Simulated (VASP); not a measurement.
Set up this calculation in VASP 6.6.1, as the native input.

```
Task                   : single point
Functional             : r2SCAN
Potentials or basis    : VASP PAW PBE potentials, release 64 (Sn_d, Se)
Cutoff                 : 520 eV
k mesh                 : 8 × 8 × 8
Occupations            : gaussian, width 0.02 eV
Spin                   : collinear spin
Starting moments       : [0.5, 0.0] μB
Dipole correction      : no
Further INCAR settings : ALGO = Normal; EDIFF = 1e-06; NBANDS = 21
```

Crystal: SnSe.

```xyz
2
Lattice="0.0000 2.9693 2.9693 2.9693 0.0000 2.9693 2.9693 2.9693 0.0000" Properties=species:S:1:pos:R:3 pbc="T T T"
Sn    0.0000    0.0000    0.0000
Se    2.9693    2.9693    2.9693
```

The input as run:

POSCAR

```
SnSe
1.0
    0.0000000000      2.9693193375      2.9693193375
    2.9693193375      0.0000000000      2.9693193375
    2.9693193375      2.9693193375      0.0000000000
Sn Se
1 1
Direct
    0.0000000000      0.0000000000      0.0000000000
    0.5000000000      0.5000000000      0.5000000000
```

INCAR.step1

```
SYSTEM = SnSe
  PREC = Accurate
  ENCUT = 520
  ISMEAR = 0
  SIGMA = 0.02
  LREAL = .False.
  LASPH = .True.
  NELM = 150
  ISPIN = 2
  MAGMOM = 0.5 0
  NBANDS = 21
  GGA = PE
  ALGO = Normal
  EDIFF = 1E-4
  LWAVE = .True.
  LCHARG = .False.
```

INCAR.step2

```
SYSTEM = SnSe
  PREC = Accurate
  ENCUT = 520
  EDIFF = 1E-6
  ISMEAR = 0
  SIGMA = 0.02
  LREAL = .False.
  LASPH = .True.
  NELM = 150
  ALGO = Normal
  ISIF = 2
  LWAVE = .False.
  LCHARG = .True.
  ISPIN = 2
  MAGMOM = 0.5 0
  LORBIT = 11
  METAGGA = R2SCAN
  LMIXTAU = .True.
  LELF = .True.
  LVHAR = .True.
  NBANDS = 21
  ISTART = 1
```

KPOINTS

```
regular mesh
0
Gamma
  8 8 8
  0 0 0
```

Potentials or basis: VASP PAW PBE potentials, release 64 (Sn_d, Se).

The run is started by

```sh
$ cat potpaw_PBE.64/Sn_d/POTCAR potpaw_PBE.64/Se/POTCAR > POTCAR
$ cp INCAR.step1 INCAR
$ mpirun -np 1 vasp_std > vasp.out
$ cp INCAR.step2 INCAR
$ mpirun -np 1 vasp_std > vasp.out
```

Results of the run:

```
Pressure                                              : 2.2 GPa
Band gap on the k mesh                                : 0.65 eV
Net moment                                            : 0.00 μB per cell
Valence electrons inside the program's atomic spheres : Sn 12.07; Se 3.86
```

Caveat: the PAW data sets were made with another functional, which shifts forces and pressure a little; spin-orbit coupling is left out, which moves the levels of the heavy elements.

Run time: 5.4 min on 1 thread of Intel Xeon 8259CL (shared host), peak memory 0.24 GiB.
